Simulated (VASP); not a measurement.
Input of a VASP 6.6.1 run:

File INCAR:

```
PREC = Accurate
ENCUT = 520
EDIFF = 1E-6
ISMEAR = -1
SIGMA = 0.05
LREAL = F
LASPH = T
NELM = 150
ALGO = Normal
ISIF = 2
LWAVE = F
LCHARG = T
ISPIN = 2
MAGMOM = 3.14 -3.14
LORBIT = 11
LMAXMIX = 4
GGA = RP
LELF = T
LVHAR = T
NBANDS = 24
```

Contents of KPOINTS:

```
Automatic mesh
0
Gamma
  12 12 12
```

Contents of POSCAR:

```
Mn
1.0
    2.9013923796      0.0000000000      0.0000000000
    0.0000000000      2.9013923796      0.0000000000
    0.0000000000      0.0000000000      2.9013923796
Mn
2
Direct
    0.0000000000      0.0000000000      0.0000000000
    0.5000000000      0.5000000000      0.5000000000
```

Potentials or basis: VASP PAW PBE potentials, release 64 (Mn_pv).

The run is started by

```bash
$ cat potpaw_PBE.64/Mn_pv/POTCAR > POTCAR
$ mpirun -np 1 vasp_std > vasp.out
```

**Question.** Estimate the band gap on the k mesh.

**Answer.** Zero (filled and empty bands overlap).

**Question.** Predict the pressure.

**Answer.** 7.7 GPa.

**Question.** What does it give for the net moment?

**Answer.** 0.00 μB per cell.

Caveat: the cell stands under pressure; the PAW data sets were made with another functional, which shifts forces and pressure a little.
